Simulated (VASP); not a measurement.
# Li8HF7 (P1) in VASP: a series of runs

Li8HF7 is run at these levels: r2SCAN, PBEsol; tasks: single point.

Program: VASP 6.6.1. These are calculated values, not measurements. Logs are shortened: lines on timing, memory, paths and dates and some standing lists are left out, and cuts for length are marked.

## Step 1: The cell of the first run

The typed cell holds 64 atoms: a = 8.017 Å, b = 8.017 Å, c = 8.017 Å, α = 90.00°, β = 90.00°, γ = 90.00°.

## Step 2: Single point, r2SCAN

The input, POSCAR:

```
Li8HF7
1.0
    8.0174070000      0.0000000000      0.0000000000
    0.0000000000      8.0174070000      0.0000000000
    0.0000000000      0.0000000000      8.0174070000
F H Li
28 4 32
Direct
    0.2504070000      0.9999510000      0.0002490000
    0.2503670000      0.9996990000      0.5004670000
    0.2503710000      0.5000600000      0.0007020000
    0.2507070000      0.5003590000      0.4995530000
    0.7503260000      0.0000360000      0.5001240000
    0.7503240000      0.4998580000      0.0004640000
    0.7503840000      0.5001810000      0.5000970000
    0.0004730000      0.2501780000      0.9996930000
    0.0004330000      0.2503380000      0.5004020000
    0.0003240000      0.7503550000      0.0008390000
    0.9998210000      0.7504560000      0.4996620000
    0.5002880000      0.2502580000      0.9995840000
    0.5005210000      0.2502560000      0.5007120000
    0.5002630000      0.7496850000      0.0004530000
    0.5009630000      0.7498330000      0.5003690000
    0.0005460000      0.0000200000      0.2501110000
    0.0005150000      0.9998690000      0.7501960000
    0.0001680000      0.5001840000      0.2501260000
    0.5000670000      0.0001780000      0.2503180000
    0.5000660000      0.0000180000      0.7501830000
    0.5005620000      0.4997510000      0.2502120000
    0.5005420000      0.5003080000      0.7504040000
    0.2506050000      0.2497580000      0.2502450000
    0.2504530000      0.2502250000      0.7502300000
    0.2507230000      0.7501100000      0.2503840000
    0.7503920000      0.2499670000      0.2502710000
    0.7505270000      0.2501310000      0.7500620000
    0.7498150000      0.7501230000      0.2501500000
    0.7500240000      0.9999710000      0.9999630000
    0.0003670000      0.5018290000      0.7499230000
    0.2502290000      0.7495290000      0.7504820000
    0.7504150000      0.7505110000      0.7514360000
    0.0008750000      0.9998910000      0.0001510000
    0.0004750000      0.0001960000      0.5002550000
    0.0004420000      0.5005060000      0.0007310000
    0.0007190000      0.5004980000      0.4995760000
    0.4998800000      0.9993030000      0.9999900000
    0.5004330000      0.9993200000      0.5010370000
    0.5003410000      0.5009520000      0.9997080000
    0.5001970000      0.5009230000      0.5006510000
    0.2505510000      0.2503200000      0.9997930000
    0.2507930000      0.2496230000      0.5003330000
    0.2500440000      0.7497050000      0.0007620000
    0.2495540000      0.7500780000      0.4997150000
    0.7503620000      0.2515710000      0.9993820000
    0.7504920000      0.2504680000      0.5007610000
    0.7506140000      0.7486340000      0.0009610000
    0.7513020000      0.7500540000      0.4997150000
    0.2507820000      0.0000020000      0.2498190000
    0.2506960000      0.0011000000      0.7507620000
    0.2507980000      0.5000340000      0.2500980000
    0.2512720000      0.4993590000      0.7501280000
    0.7497600000      0.0003820000      0.2510340000
    0.7501900000      0.0009230000      0.7496050000
    0.7504560000      0.4995610000      0.2504060000
    0.7499340000      0.4995120000      0.7497190000
    0.0001480000      0.2495170000      0.2501150000
    0.0003530000      0.2491850000      0.7501660000
    0.0000690000      0.7505740000      0.2501400000
    0.9996400000      0.7518300000      0.7506980000
    0.5007100000      0.2501820000      0.2502950000
    0.5004690000      0.2500790000      0.7502380000
    0.5007040000      0.7499400000      0.2507200000
    0.5007240000      0.7500680000      0.7504130000
```

The input, INCAR.step1:

```
  PREC = Accurate
  ENCUT = 520
  ISMEAR = -1
  SIGMA = 0.05
  LREAL = Auto
  LASPH = True
  NELM = 100
  NBANDS = 186
  GGA = PE
  ALGO = Normal
  EDIFF = 1E-4
  LWAVE = True
  LCHARG = False
```

The input, INCAR.step2:

```
  PREC = Accurate
  ENCUT = 520
  EDIFF = 1E-6
  ISMEAR = -1
  SIGMA = 0.05
  LREAL = Auto
  LASPH = True
  NELM = 100
  ALGO = Normal
  ISIF = 2
  LWAVE = False
  LCHARG = False
  METAGGA = R2SCAN
  LMIXTAU = True
  NBANDS = 186
  ISTART = 1
```

The input, KPOINTS:

```
regular mesh
0
Gamma
  1 1 1
```

Potentials or basis: VASP PAW PBE potentials, release 64 (F, H, Li_sv).

On the command line:

```
$ cat potpaw_PBE.64/F/POTCAR potpaw_PBE.64/H/POTCAR potpaw_PBE.64/Li_sv/POTCAR > POTCAR
$ cp INCAR.step1 INCAR
$ mpirun -np 1 vasp_gam > vasp.out
$ cp INCAR.step2 INCAR
$ mpirun -np 1 vasp_gam > vasp.out
```

OUTCAR:

```text
PREC = Accurate
   ENCUT = 520
   EDIFF = 1E-6
   ISMEAR = -1
   LREAL = Auto
   LASPH = True
   NELM = 100
   ISIF = 2
   METAGGA = R2SCAN
   ISTART = 1

 ion  position               nearest neighbor table
   1  0.250  1.000  0.000-  37 2.00  50 2.00  33 2.00  49 2.00  43 2.01  41 2.01
   2  0.250  1.000  0.500-  44 2.00  34 2.00  42 2.00  38 2.00  50 2.01  49 2.01
   3  0.250  0.500  0.001-  51 2.00  43 2.00  41 2.00  35 2.00  39 2.00  52 2.01
   4  0.251  0.500  0.500-  51 2.00  40 2.00  44 2.00  36 2.00  52 2.01  42 2.01
   5  0.750  0.000  0.500-  53 2.00  54 2.00  38 2.00  48 2.00  34 2.01  46 2.01
   6  0.750  0.500  0.000-  45 1.99  47 1.99  55 2.00  39 2.00  35 2.01  56 2.01
[... 38 lines left out ...]
  45  0.750  0.252  0.999-   6 1.99  27 2.00  12 2.00   8 2.01  26 2.01
  46  0.750  0.250  0.501-  27 2.00   7 2.00   9 2.00  13 2.00   5 2.01  26 2.01
  47  0.751  0.749  0.001-   6 1.99  28 2.00  10 2.00  14 2.01
  48  0.751  0.750  0.500-  11 1.99  28 2.00   7 2.00   5 2.00  15 2.01
  49  0.251  0.000  0.250-  19 2.00   1 2.00  23 2.00  25 2.00  16 2.01   2 2.01
  50  0.251  0.001  0.751-  24 2.00  20 2.00   1 2.00  17 2.01   2 2.01
  51  0.251  0.500  0.250-   3 2.00   4 2.00  21 2.00  25 2.00  23 2.01  18 2.01
  52  0.251  0.499  0.750-  24 2.00  22 2.00   3 2.01   4 2.01
  53  0.750  0.000  0.251-   5 2.00  26 2.00  19 2.00  28 2.01  16 2.01
  54  0.750  0.001  0.750-  27 2.00   5 2.00  20 2.01  17 2.01
  55  0.750  0.500  0.250-  26 2.00   7 2.00  18 2.00  21 2.00   6 2.00  28 2.01
  56  0.750  0.500  0.750-  27 2.00  22 2.00   7 2.00   6 2.01
  57  0.000  0.250  0.250-  16 2.00  26 2.00   9 2.01   8 2.01  23 2.01  18 2.01
  58  0.000  0.249  0.750-  17 2.00   8 2.00   9 2.00  27 2.00  24 2.01
  59  0.000  0.751  0.250-  10 2.00  16 2.00  11 2.00  28 2.01  18 2.01  25 2.01
  60  1.000  0.752  0.751-  17 1.99  10 2.01  11 2.01
  61  0.501  0.250  0.250-  21 2.00  26 2.00  19 2.00  23 2.01  13 2.01  12 2.01
  62  0.500  0.250  0.750-  12 2.00  13 2.00  24 2.00  27 2.00  20 2.00  22 2.01
  63  0.501  0.750  0.251-  28 2.00  15 2.00  25 2.00  21 2.01  19 2.01  14 2.01
  64  0.501  0.750  0.750-  22 2.00  20 2.00  14 2.00  15 2.00

  LATTYP: Found a simple cubic cell.
 ALAT       =     8.0174070000

  Lattice vectors:

 A1 = (   8.0174070000,   0.0000000000,   0.0000000000)
 A2 = (   0.0000000000,   8.0174070000,   0.0000000000)
 A3 = (   0.0000000000,   0.0000000000,   8.0174070000)

Analysis of symmetry for initial positions (statically):
=====================================================================
 Subroutine PRICEL returns:
 Original cell was already a primitive cell.

 Routine SETGRP: Setting up the symmetry group for a
[... 226 lines left out ...]
   ISIF   =      2    stress and relaxation
   ISYM   =      2    0-nonsym 1-usesym 2-fastsym
   POTIM  = 0.5000    time-step for ionic-motion
   TEBEG  =    0.0;   TEEND  =   0.0 temperature during run
   PSTRESS=    0.0 pullay stress
   NELECT =     296.0000    total number of electrons
   NUPDOWN=      -1.0000    fix difference up-down
   EMIN   =  10.00;   EMAX   =-10.00  energy-range for DOS
   EFERMI =   0.00;   METHOD = LEGACY
   ISMEAR =    -1;   SIGMA  =   0.05  broadening in eV -4-tet -1-fermi 0-gaus
   EFERMI_NEDOS =   21; number of points for ismear=-14 and -15
   IALGO  =     38    algorithm
   IMIX   =      4    mixing-type and parameters
     AMIX     =   0.40;   BMIX     =  1.00
     AMIX_MAG =   1.60;   BMIX_MAG =  1.00
  volume/ion in A,a.u.               =       8.05        54.34
  Fermi-wavevector in a.u.,A,eV,Ry     =   1.360833  2.571601 25.196169  1.851866
  Thomas-Fermi vector in A             =   2.487461
   LORBIT       =      0    0 simple, 1 ext, 2 COOP (PROOUT), +10 PAW based schemes
   METAGGA = R2SCAN    functional components
   LHFCALC =     F    Hartree Fock is set to
   AEXX    =    0.0000 exact exchange contribution
   IVDW    =     0    specifies the selected vdW correction
   LEPSILON=     F    determine dielectric tensor
   LRPA    =     F    only Hartree local field effects (RPA)
 non-spin polarized calculation
  energy-cutoff  :      520.00
  volume of cell :      515.35
 maximum number of plane-waves:      6975
 NGX is ok and might be reduce to    60
   NGX = 29   NGY = 29   NGZ = 29

 number of electron     295.9999304 magnetization

 Free energy of the ion-electron system (eV)
  ---------------------------------------------------
  ext. energy  EPLUGINS =         0.00000000
  ---------------------------------------------------
  free energy    TOTEN  =      -360.04662610 eV

  energy without entropy =     -360.04662610  energy(sigma->0) =     -360.04662610

 E-fermi :   2.3300     XC(G=0): -10.3904

 val. band max:        0.9369400428   @ k =   0.0000   0.0000   0.0000
 cond. band min:       8.7631709932   @ k =   0.0000   0.0000   0.0000
 fundamental gap:      7.8262309504
 Fermi energy:         2.3300222898

 k-point     1 :       0.0000    0.0000    0.0000
  band No.  band energies     occupation
      1     -43.9023      2.00000
      2     -43.8760      2.00000
      3     -43.8728      2.00000
      4     -43.8719      2.00000
      5     -43.8670      2.00000
      6     -43.8645      2.00000
[... 152 lines left out ...]
    159      10.2873      0.00000
    160      10.3851      0.00000
 [bands above 160 left out]

------------------------ aborting loop because EDIFF is reached ----------------------------------------

  FORCE on cell =-STRESS in cart. coord.  units (eV):
  Direction    XX          YY          ZZ          XY          YZ          ZX
  --------------------------------------------------------------------------------------
  -------------------------------------------------------------------------------------
  Total       -3.9208197     -4.1038970     -4.0197109     -0.0090660     -0.0230421     -0.0908635
  in kB      -12.1894934    -12.7586651    -12.4969378     -0.0281855     -0.0716360     -0.2824869
  external PRESSURE =     -12.4816988 kB  Pullay stress =       0.0000000 kB

 VOLUME and BASIS-vectors are now :
 -----------------------------------------------------------------------------
  energy-cutoff  :      520.00
  volume of cell :      515.35
      direct lattice vectors                 reciprocal lattice vectors
     8.017407000  0.000000000  0.000000000     0.124728606  0.000000000  0.000000000
     0.000000000  8.017407000  0.000000000     0.000000000  0.124728606  0.000000000
     0.000000000  0.000000000  8.017407000     0.000000000  0.000000000  0.124728606

 POSITION                                       TOTAL-FORCE (eV/Angst)
 -----------------------------------------------------------------------------------
      2.00761      8.01701      0.00200         0.011510      0.010535      0.001135
      2.00729      8.01499      4.01245         0.008687      0.017019      0.005008
      2.00733      4.00918      0.00563         0.012427     -0.005114      0.001270
      2.01002      4.01158      4.00512         0.006685     -0.010278      0.014070
      6.01567      0.00029      4.00970         0.011261      0.006164      0.012200
      6.01565      4.00757      0.00372         0.008729     -0.006511     -0.000798
[... 56 lines left out ...]
      4.01435      6.01257      2.01012        -0.033660      0.010021     -0.046893
      4.01451      6.01360      6.01637         0.005934      0.004867     -0.034168
 -----------------------------------------------------------------------------------
    total drift:                               -0.634674     -0.132603     -0.325648

  FREE ENERGIE OF THE ION-ELECTRON SYSTEM (eV)
  ---------------------------------------------------
  free  energy   TOTEN  =      -360.0466261000 eV

  energy  without entropy=     -360.0466261000  energy(sigma->0) =     -360.04662610
```

It took 15 min on 1 thread of Intel Xeon Platinum 8259CL at 2.50GHz (Skylake/Cascade Lake), shared host; peak memory 0.55 GiB.

What came out:

```
Free energy            : -360.0466 eV
Largest force          : 0.069 eV/Å
Band gap on the k mesh : 7.83 eV
```

Forces on the atoms (eV/Å):
```
F    0.012  0.011  0.001
F    0.009  0.017  0.005
F    0.012 -0.005  0.001
F    0.007 -0.010  0.014
F    0.011  0.006  0.012
F    0.009 -0.007 -0.001
F    0.007 -0.007  0.005
F    0.010  0.001  0.012
F    0.008 -0.018  0.000
F    0.025 -0.006  0.026
F    0.023  0.006 -0.006
F    0.006  0.006  0.006
F    0.010 -0.005  0.010
F   -0.003  0.004  0.004
F    0.003  0.015  0.006
F    0.007  0.011  0.015
F    0.016  0.041 -0.010
F    0.008  0.000  0.007
F    0.017 -0.003  0.011
F    0.008  0.010 -0.004
F    0.011  0.012  0.005
F    0.014  0.000 -0.002
F   -0.004  0.007  0.003
F    0.002 -0.008  0.002
F   -0.003  0.002  0.005
F    0.015  0.010  0.010
F    0.008  0.006  0.002
F    0.029  0.000  0.019
H    0.018 -0.011 -0.013
H    0.005 -0.012  0.012
H   -0.006  0.001  0.000
H    0.031 -0.003 -0.004
Li   0.035  0.009 -0.021
Li  -0.028 -0.034 -0.022
Li  -0.016 -0.024  0.038
Li  -0.020 -0.021 -0.025
Li  -0.023  0.049  0.005
Li   0.000  0.024 -0.023
Li  -0.017 -0.049  0.038
Li   0.005 -0.035 -0.035
Li  -0.036 -0.031  0.043
Li  -0.036  0.048 -0.034
Li   0.002  0.040  0.042
Li   0.048 -0.013 -0.021
Li   0.010  0.018  0.036
Li  -0.021 -0.024 -0.042
Li   0.010 -0.025  0.050
Li  -0.022 -0.012 -0.044
Li  -0.040  0.004  0.032
Li   0.003  0.042 -0.013
Li  -0.047 -0.006 -0.007
Li   0.033 -0.022  0.004
Li   0.031 -0.032  0.027
Li  -0.010  0.036 -0.008
Li  -0.035  0.048 -0.034
Li  -0.031 -0.037  0.036
Li  -0.005  0.045 -0.013
Li  -0.031 -0.027 -0.007
Li  -0.001 -0.046 -0.023
Li   0.011  0.030  0.001
Li  -0.039 -0.025 -0.035
Li  -0.025 -0.014 -0.019
Li  -0.034  0.010 -0.047
Li   0.006  0.005 -0.034
```

Caveat: the k points lie up to 0.78 Å⁻¹ apart; the cutoff is under 1.25 times the usual one of these potentials, so pressure, stress and relaxed cells hold a basis-set (Pulay) error; the PAW data sets were made with another functional, which shifts forces and pressure a little.

## Step 3: Single point, PBEsol

The input, INCAR:

```
ALGO     = Normal         # electronic algorithm
EDIFF    = 1E-7           # SCF threshold, eV
ENCUT    = 520            # plane-wave cutoff, eV
GGA      = PS             # functional
ISIF     = 2              # what is computed and relaxed
ISMEAR   = -1             # smearing method
ISYM     = 0            
LASPH    = True           # aspherical terms in the spheres
LCHARG   = False          # write CHGCAR
LREAL    = Auto         
LWAVE    = False          # write WAVECAR
NBANDS   = 186            # bands
NELM     = 100            # most SCF steps
PREC     = Accurate       # precision mode
SIGMA    = 0.05           # smearing width, eV
```

The input, KPOINTS:

```
Automatic mesh
0
Gamma
  1 1 1
  0.25 0.25 0.25
```

POSCAR: that of step 2 with these lines changed.

```diff
@@ -2,5 +2,5 @@
 1.0
-    8.0174070000      0.0000000000      0.0000000000
-    0.0000000000      8.0174070000      0.0000000000
-    0.0000000000      0.0000000000      8.0174070000
+    8.0174066548      0.0000000000      0.0000000000
+    0.0000000000      8.0174066548      0.0000000000
+    0.0000000000      0.0000000000      8.0174066548
 F H Li
```

Potentials or basis: VASP PAW PBE potentials, release 64 (F, H, Li_sv).

On the command line:

```
$ cat potpaw_PBE.64/F/POTCAR potpaw_PBE.64/H/POTCAR potpaw_PBE.64/Li_sv/POTCAR > POTCAR
$ mpirun -np 1 vasp_std > vasp.out
```

It took 15 min on 1 thread of Intel Xeon Platinum 8259CL at 2.50GHz (Skylake/Cascade Lake), shared host; peak memory 0.61 GiB.

Results (log left out):

| Property | Result |
| --- | --- |
| Free energy | -299.8809 eV |
| Largest force | 0.023 eV/Å |
| Band gap on the k mesh | 6.65 eV (least direct gap 6.66 eV) |

Forces on the atoms (eV/Å):
```
F   -0.002  0.002 -0.011
F   -0.001  0.007  0.006
F   -0.002  0.000 -0.016
F   -0.009 -0.006  0.020
F    0.004  0.005  0.014
F    0.007  0.004 -0.013
F    0.005  0.000  0.010
F   -0.003  0.001  0.000
F    0.003 -0.007  0.004
F    0.003 -0.004 -0.001
F    0.009  0.001  0.007
F    0.004 -0.004  0.004
F    0.000 -0.006  0.003
F   -0.004  0.006 -0.009
F   -0.009  0.008  0.014
F   -0.009  0.008  0.004
F   -0.001  0.016 -0.002
F    0.004 -0.004  0.001
F    0.011 -0.004  0.002
F    0.005 -0.001  0.001
F    0.002  0.007  0.001
F    0.002 -0.001 -0.005
F   -0.009  0.004 -0.001
F   -0.006  0.000 -0.005
F   -0.009  0.000 -0.001
F    0.004 -0.001 -0.001
F    0.002  0.004 -0.002
F    0.016 -0.001  0.004
H    0.005 -0.013 -0.016
H   -0.004  0.000  0.005
H   -0.016 -0.004 -0.007
H    0.013 -0.008 -0.012
Li   0.006 -0.008 -0.004
Li   0.004 -0.011  0.003
Li   0.005  0.012  0.001
Li   0.001  0.013 -0.002
Li  -0.008 -0.002 -0.003
Li  -0.005 -0.002 -0.006
Li  -0.002 -0.005  0.009
Li   0.004 -0.001 -0.005
Li  -0.003  0.006  0.014
Li  -0.006  0.014 -0.009
Li  -0.003 -0.007  0.012
Li   0.004 -0.007 -0.007
Li   0.000  0.001  0.016
Li   0.000  0.005 -0.011
Li   0.000 -0.002  0.013
Li  -0.007 -0.011 -0.014
Li   0.001  0.002  0.008
Li  -0.001  0.000 -0.008
Li  -0.002 -0.006  0.003
Li   0.006 -0.002 -0.001
Li   0.002 -0.001  0.005
Li  -0.004  0.012 -0.006
Li  -0.005  0.005  0.002
Li  -0.013 -0.010  0.003
Li   0.003  0.004 -0.008
Li   0.000 -0.012  0.006
Li  -0.003  0.001 -0.007
Li   0.006 -0.003  0.003
Li  -0.001 -0.007 -0.010
Li   0.006 -0.005  0.008
Li   0.001  0.005 -0.011
Li   0.001  0.013  0.009
```

Levels at points of the mesh, in eV from the valence-band top:
| k point | band 146 | band 147 | band 148 | band 149 | band 150 | band 151 |
| --- | --- | --- | --- | --- | --- | --- |
| (0.25, 0.25, 0.25) | -0.70 | -0.45 | 0.00 | 6.77 | 6.94 | 7.16 |

Caveat: the cutoff is under 1.25 times the usual one of these potentials, so pressure, stress and relaxed cells hold a basis-set (Pulay) error; the PAW data sets were made with another functional, which shifts forces and pressure a little; a shifted mesh leaves out Γ, where band edges can lie. A k mesh can miss the band edges.
